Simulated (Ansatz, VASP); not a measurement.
## Os: VASP beside Ansatz

Contents of INCAR:

```
SYSTEM = Os
PREC = Accurate
ENCUT = 520
EDIFF = 1E-8
ISMEAR = -1
SIGMA = 0.08
LREAL = .False.
LASPH = .True.
NELM = 100
ALGO = Normal
ISIF = 2
LWAVE = .False.
LCHARG = .False.
GGA = PS
LEFG = .True.
NBANDS = 15
```

KPOINTS

```
Automatic mesh
0
Gamma
  17 17 10
  0 0 0
```

The input POSCAR:

```
Os
1.0
    2.7340999755      0.0000000000      0.0000000000
   -1.3670499878      2.3678000353      0.0000000000
    0.0000000000      0.0000000000      4.3197000000
Os
2
Direct
    0.3333333333      0.6666666667      0.2500000000
    0.6666666667      0.3333333333      0.7500000000
```

Input for Ansatz:

```yaml
crystal:
  lattice:
    - [2.7340999755, 0.0, 0.0]
    - [-1.3670499878, 2.3678000353, 0.0]
    - [0.0, 0.0, 4.3197]
  atoms:
    - { symbol: Os, position: [0.3333333333, 0.6666666667, 0.25] }
    - { symbol: Os, position: [0.6666666667, 0.3333333333, 0.75] }
kpoints:
  mp_grid: { grid: [17, 17, 10] }
  band_path:
    path:
      - [0.0, 0.0, 0.0]
      - [0.5, 0.0, 0.0]
      - [0.3333333333, 0.3333333333, 0.0]
      - [0.0, 0.0, 0.0]
      - [0.0, 0.0, 0.5]
      - [0.5, 0.0, 0.5]
      - [0.3333333333, 0.3333333333, 0.5]
      - [0.0, 0.0, 0.5]
      - [0.5, 0.0, 0.5]
    npoints: 14
scf:
  occupations: { method: fermi_dirac, width: 0.08 }
hamiltonian:
  xc: pbesol
  pseudopotentials: { kind: paw }
output:
  forces: true
  stress: true
  eigenvalues: true
  efg: { contact_densities: true }
  populations: true
  bader: true
  dos: { projected: true, de: 0.2, e_range: [-14, 8] }
  write_density: true
  write_potential: true
  elf: true
  volumetric_format: npy
```

Alike in both runs: task electric field gradients; functional PBEsol; k mesh 17 × 17 × 10; occupations fermi-dirac, width 0.08 eV; no spin polarisation.

|  | VASP | Ansatz |
| --- | --- | --- |
| version | VASP 6.6.1 | Ansatz 0.2.0 |
| potentials or method | VASP PAW PBE potentials, release 64 (Os) | PAW with Ansatz's default frozen-core files, scalar-relativistic |
| plane-wave cutoff (eV) | 520 | 420 |
| valence electrons in the cell | 16 | 32 |

Ansatz gave:

| Item | Value |
| --- | --- |
| pressure (GPa) | -2.7 |
| traceless stress, the component that is largest in VASP (GPa) | -0.40 |
| size of Vzz on the site where it differs most (V/Å²) | 61.0 |

Question: What did VASP give for the same quantities?

Answer: Pressure (GPa): -2.3; traceless stress, the component that is largest in VASP (GPa): -0.46; size of Vzz on the site where it differs most (V/Å²): 80.4.

VASP's potentials were made for PBE, not for PBEsol. With one functional, cell and mesh, what is left measures potentials, basis and numerics. VASP's potentials hold 16 valence electrons a cell and Ansatz's 32, so a difference there can come from the potentials and not from the codes.

Spin-orbit coupling is off throughout.
